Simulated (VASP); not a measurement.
# Tb4WO (P6/mmm) in VASP: a series of runs, part 2 of 2

VASP 6.6.1. The steps go on from the part before.

### 3 Relaxation of cell and atoms, PBE

This run uses another cell than the first one, of 24.77 Å³/atom.

INCAR reads:

```
SYSTEM = Tb4WO
PREC = Accurate ; ENCUT = 600
EDIFF = 1E-7 ; ISMEAR = 0
SIGMA = 0.2 ; LREAL = .FALSE.
LASPH = .TRUE. ; NELM = 200
ALGO = Normal ; ISIF = 3
LWAVE = .FALSE. ; LCHARG = .FALSE.
GGA = PE ; IBRION = 2
NSW = 36 ; EDIFFG = -0.08
GGA_COMPAT = .FALSE. ; NELMIN = 4
LMAXMIX = 6
```

KPOINTS reads:

```
Automatic mesh
0
G
  4 4 3
  0 0 0
```

POSCAR reads:

```
Tb4WO
1.0
    5.0486112000      0.0000000000      0.0000000000
   -2.5243056000      4.3722255600      0.0000000000
    0.0000000000      0.0000000000      6.7335811100
Tb W O
4 1 1
Direct
    0.3333333300      0.6666666700      0.2026479500
    0.6666666700      0.3333333300      0.2026479500
    0.6666666700      0.3333333300      0.7973520500
    0.3333333300      0.6666666700      0.7973520500
    0.0000000000      0.0000000000      0.5000000000
    0.0000000000      0.0000000000      0.0000000000
```

Potentials or basis: VASP PAW PBE potentials, release 64 (Tb_3, W_sv, O), 4f in core.

Command:

```console
$ cat potpaw_PBE.64/Tb_3/POTCAR potpaw_PBE.64/W_sv/POTCAR potpaw_PBE.64/O/POTCAR > POTCAR
$ mpirun -np 1 vasp_std > vasp.out
```

OUTCAR:

```text
SYSTEM = Tb4WO
   PREC = Accurate
   ENCUT = 600
   EDIFF = 1E-7
   ISMEAR = 0
   LREAL = .FALSE.
   LASPH = .TRUE.
   NELM = 200
   ISIF = 3
   GGA = PE
   IBRION = 2
   NSW = 36
   EDIFFG = -0.08
   NELMIN = 4

 ion  position               nearest neighbor table
   1  0.333  0.667  0.203-   4 2.73   2 2.91   2 2.91   2 2.91   5 3.54   5 3.54   5 3.54
   2  0.667  0.333  0.203-   3 2.73   1 2.91   1 2.91   1 2.91   5 3.54   5 3.54   5 3.54
   3  0.667  0.333  0.797-   2 2.73   4 2.91   4 2.91   4 2.91   5 3.54   5 3.54   5 3.54
   4  0.333  0.667  0.797-   1 2.73   3 2.91   3 2.91   3 2.91   5 3.54   5 3.54   5 3.54
   5  0.000  0.000  0.500-   1 3.54   2 3.54   3 3.54   4 3.54   2 3.54   3 3.54   1 3.54   4 3.54
                             2 3.54   3 3.54   1 3.54   4 3.54
   6  0.000  0.000  0.000-

  LATTYP: Found a hexagonal cell.
 ALAT       =     5.0486112000
 C/A-ratio  =     1.3337491923

  Lattice vectors:

 A1 = (   5.0486112000,   0.0000000000,   0.0000000000)
 A2 = (  -2.5243056000,   4.3722255600,   0.0000000000)
 A3 = (   0.0000000000,   0.0000000000,   6.7335811100)

Analysis of symmetry for initial positions (statically):
=====================================================================
 Subroutine PRICEL returns:
 Original cell was already a primitive cell.

 Routine SETGRP: Setting up the symmetry group for a
 hexagonal supercell.

 Subroutine GETGRP returns: Found 24 space group operations
 (whereof 24 operations were pure point group operations)
 out of a pool of 24 trial point group operations.

The static configuration has the point symmetry D_6h.

Analysis of symmetry for dynamics (positions and initial velocities):
=====================================================================
 Subroutine PRICEL returns:
 Original cell was already a primitive cell.

 Routine SETGRP: Setting up the symmetry group for a
 hexagonal supercell.

 Subroutine GETGRP returns: Found 24 space group operations
 (whereof 24 operations were pure point group operations)
 out of a pool of 24 trial point group operations.

The dynamic configuration has the point symmetry D_6h.

 Subroutine INISYM returns: Found 24 space group operations
 (whereof 24 operations are pure point group operations),
 and found     1 'primitive' translations

----------------------------------------------------------------------------------------

                                     Primitive cell

  volume of cell :     148.6348

  direct lattice vectors                    reciprocal lattice vectors
     5.048611200  0.000000000  0.000000000     0.198074274  0.114358235  0.000000000
    -2.524305600  4.372225560  0.000000000     0.000000000  0.228716471  0.000000000
     0.000000000  0.000000000  6.733581110     0.000000000  0.000000000  0.148509387

  length of vectors
     5.048611200  5.048611206  6.733581110     0.228716471  0.228716471  0.148509387

  position of ions in fractional coordinates (direct lattice)
     0.333333330  0.666666670  0.202647950
     0.666666670  0.333333330  0.202647950
     0.666666670  0.333333330  0.797352050
     0.333333330  0.666666670  0.797352050
     0.000000000  0.000000000  0.500000000
     0.000000000  0.000000000  0.000000000

  ion indices of the primitive-cell ions
   primitive index   ion index
                 1           1
                 2           2
                 3           3
                 4           4
                 5           5
                 6           6

----------------------------------------------------------------------------------------

 KPOINTS: Automatic mesh

Automatic generation of k-mesh.
 Grid dimensions read from file:
 generate k-points for:    4    4    3

 Generating k-lattice:

  Cartesian coordinates                     Fractional coordinates (reciprocal lattice)
     0.049518569  0.028589559  0.000000000     0.250000000  0.000000000  0.000000000
     0.000000000  0.057179118  0.000000000     0.000000000  0.250000000  0.000000000
     0.000000000  0.000000000  0.049503129     0.000000000  0.000000000  0.333333333

  Length of vectors
     0.057179118  0.057179118  0.049503129

  Shift w.r.t. Gamma in fractional coordinates (k-lattice)
     0.000000000  0.000000000  0.000000000

 Subroutine IBZKPT returns following result:
 ===========================================

 Found      8 irreducible k-points:

 Following reciprocal coordinates:
            Coordinates               Weight
  0.000000  0.000000  0.000000      1.000000
  0.250000  0.000000  0.000000      6.000000
  0.500000  0.000000  0.000000      3.000000
  0.250000  0.250000  0.000000      6.000000
  0.000000  0.000000  0.333333      2.000000
  0.250000  0.000000  0.333333     12.000000
  0.500000  0.000000  0.333333      6.000000
  0.250000  0.250000  0.333333     12.000000
   k-points           NKPTS =      8   k-points in BZ     NKDIM =      8   number of bands    NBANDS=     33
   number of dos      NEDOS =    301   number of ions     NIONS =      6
   total plane-waves  NPLWV =  86400
   dimension x,y,z NGX =    40 NGY =   40 NGZ =   54
   dimension x,y,z NGXF=    80 NGYF=   80 NGZF=  108
   ions per type =               4   1   1
   NGX,Y,Z   is equivalent  to a cutoff of  13.17, 13.17, 13.33 a.u.
   NGXF,Y,Z  is equivalent  to a cutoff of  26.34, 26.34, 26.66 a.u.
 SYSTEM =  Tb4WO
   PREC   = accura    normal or accurate (medium, high low for compatibility)
   ISTART =      0    job   : 0-new  1-cont  2-samecut
   ICHARG =      2    charge: 1-file 2-atom 10-const
   ISPIN  =      1    spin polarized calculation?
   LNONCOLLINEAR =      F non collinear calculations
   LSORBIT =      F    spin-orbit coupling
   LASPH  =      T    aspherical Exc in radial PAW
   ENCUT  =  600.0 eV  44.10 Ry    6.64 a.u.  10.08 10.08 13.45*2*pi/ulx,y,z
   NELM   =    200;   NELMIN=  4; NELMDL= -5     # of ELM steps
   EDIFF  = 0.1E-06   stopping-criterion for ELM
   LREAL  =      F    real-space projection
   EDIFFG = -.8E-01   stopping-criterion for IOM
   NSW    =     36    number of steps for IOM
   IBRION =      2    ionic relax: 0-MD 1-quasi-New 2-CG
   NFREE  =      1    steps in history (QN), initial steepest desc. (CG)
   ISIF   =      3    stress and relaxation
   ISYM   =      2    0-nonsym 1-usesym 2-fastsym
   POTIM  = 0.5000    time-step for ionic-motion
   TEBEG  =    0.0;   TEEND  =   0.0 temperature during run
   PSTRESS=    0.0 pullay stress
   NELECT =      56.0000    total number of electrons
   NUPDOWN=      -1.0000    fix difference up-down
   EMIN   =  10.00;   EMAX   =-10.00  energy-range for DOS
   EFERMI =   0.00;   METHOD = LEGACY
   ISMEAR =     0;   SIGMA  =   0.20  broadening in eV -4-tet -1-fermi 0-gaus
   EFERMI_NEDOS =   21; number of points for ismear=-14 and -15
   IALGO  =     38    algorithm
   IMIX   =      4    mixing-type and parameters
     AMIX     =   0.40;   BMIX     =  1.00
     AMIX_MAG =   1.60;   BMIX_MAG =  1.00
  volume/ion in A,a.u.               =      24.77       167.17
  Fermi-wavevector in a.u.,A,eV,Ry     =   1.182399  2.234410 19.021855  1.398067
  Thomas-Fermi vector in A             =   2.318654
   LORBIT       =      0    0 simple, 1 ext, 2 COOP (PROOUT), +10 PAW based schemes
   GGA     = PE    functional components
   LHFCALC =     F    Hartree Fock is set to
   AEXX    =    0.0000 exact exchange contribution
   IVDW    =     0    specifies the selected vdW correction
   LEPSILON=     F    determine dielectric tensor
   LRPA    =     F    only Hartree local field effects (RPA)
 conjugate gradient relaxation of ions
 non-spin polarized calculation
 Gauss-broadening in eV      SIGMA  =   0.20
  energy-cutoff  :      600.00
  volume of cell :      148.63
 maximum number of plane-waves:      4990
   NGX = 21   NGY = 21   NGZ = 27

--------------------------------------- Ionic step        1  -------------------------------------------

 number of electron      55.9999998 magnetization

 Free energy of the ion-electron system (eV)
  ---------------------------------------------------
  ext. energy  EPLUGINS =         0.00000000
  ---------------------------------------------------
  free energy    TOTEN  =       -29.45819843 eV

  energy without entropy =      -29.28011396  energy(sigma->0) =      -29.36915620

------------------------ aborting loop because EDIFF is reached ----------------------------------------

  FORCE on cell =-STRESS in cart. coord.  units (eV):
  Direction    XX          YY          ZZ          XY          YZ          ZX
  --------------------------------------------------------------------------------------
  -------------------------------------------------------------------------------------
  Total       -3.6361740     -3.6361740     -5.2996135      0.0000000      0.0000000      0.0000000
  in kB      -39.1953600    -39.1953601    -57.1260508      0.0000000      0.0000000      0.0000000
  external PRESSURE =     -45.1722570 kB  Pullay stress =       0.0000000 kB
[... 305 lines left out ...]
  energy  without entropy=      -32.1596401110  energy(sigma->0) =      -32.23655164

--------------------------------------- Ionic step        9  -------------------------------------------

 number of electron      56.0000004 magnetization

 Free energy of the ion-electron system (eV)
  ---------------------------------------------------
  ext. energy  EPLUGINS =         0.00000000
  ---------------------------------------------------
  free energy    TOTEN  =       -32.31697068 eV

  energy without entropy =      -32.16024391  energy(sigma->0) =      -32.23860729

 E-fermi :   4.4218     XC(G=0): -10.8436

 val. band max:        4.3597438571   @ k =   0.2500   0.2500   0.3333
 cond. band min:       4.4294279157   @ k =   0.2500   0.2500   0.0000
 fundamental gap:      0.0696840586
 Fermi energy:         4.4217601137

 k-point     1 :       0.0000    0.0000    0.0000
  band No.  band energies     occupation
      1     -69.0077      2.00000
      2     -33.2916      2.00000
      3     -33.0873      2.00000
      4     -33.0873      2.00000
      5     -18.8155      2.00000
      6     -18.8155      2.00000
[... 310 lines left out ...]
  FREE ENERGIE OF THE ION-ELECTRON SYSTEM (eV)
  ---------------------------------------------------
  free  energy   TOTEN  =       -32.3169706788 eV

  energy  without entropy=      -32.1602439098  energy(sigma->0) =      -32.23860729

 reached required accuracy - stopping structural energy minimisation
```

It took 4.3 min on 1 thread of Intel Xeon 6975P-C (Granite Rapids), shared host; peak memory 0.32 GiB.

Results:

```yaml
Free_energy: -32.3170 eV
Relaxed_volume: 22.54 Å³/atom
Relaxed_cell: a = 4.980 Å, b = 4.980 Å, c = 6.296 Å, α = 90.00°, β = 90.00°, γ = 120.00°
Space_group_after_relaxing_to_0.1_Å: P6/mmm (No. 191)
Energy_gained_by_relaxing: 476.5 meV/atom
Ionic_steps: 9
Pressure_after_relaxing: -0.1 GPa
Largest_force_after_relaxing: 0.065 eV/Å
Band_gap_on_the_k_mesh: zero (bands 28 and 29 overlap by 0.74 eV)
```

Forces in eV/Å, atoms in the order of the input:
```
Tb   0.000  0.000  0.065
Tb   0.000  0.000  0.065
Tb   0.000  0.000 -0.065
Tb   0.000  0.000 -0.065
W    0.000  0.000  0.000
O    0.000  0.000  0.000
```

Stress tensor (GPa, compression positive):
```
-0.45  0.00  0.00
 0.00 -0.45  0.00
 0.00  0.00  0.45
```

Step by step:
| step | energy change (eV) | largest force (eV/Å) | pressure (GPa) | volume (Å³) |
| --- | --- | --- | --- | --- |
| 1 | 0.0000 | 2.9621 | -4.52 | 148.63 |
| 2 | -1.7500 | 2.1140 | -1.07 | 134.10 |
| 3 | -2.2321 | 0.0404 | 11.93 | 116.73 |
| 4 | -2.3778 | 1.1431 | 5.57 | 123.18 |
| 5 | -2.3918 | 0.9208 | 6.94 | 121.62 |
| 6 | -2.8147 | 0.3787 | 0.88 | 134.11 |
| 7 | -2.8312 | 0.1866 | 1.67 | 131.94 |
| 8 | -2.8553 | 0.1524 | -0.76 | 136.44 |
| 9 | -2.8588 | 0.0652 | -0.15 | 135.24 |

Final structure:
```xyz
6
Lattice="4.9803 0.0000 0.0000 -2.4902 4.3131 0.0000 0.0000 0.0000 6.2960" Properties=species:S:1:pos:R:3 pbc="T T T"
Tb    0.0000    2.8754    1.6270
Tb    2.4902    1.4377    1.6270
Tb    2.4902    1.4377    4.6691
Tb    0.0000    2.8754    4.6691
W     0.0000    0.0000    3.1480
O     0.0000    0.0000    0.0000
```

Caveat: spin-orbit coupling is left out, which moves the levels of the heavy elements; the 4f electrons are frozen in the core, so they carry no moment and show no levels; the run has no spin polarisation, though such a crystal can be magnetic; the relaxation stopped at a loose force limit of 0.08 eV/Å, so its end isn't a converged minimum. Spin polarisation is off, so any magnetic state and its effect on volume and gap are missing.

The gap in the log of VASP goes by the Fermi energy; the results here count the filled bands.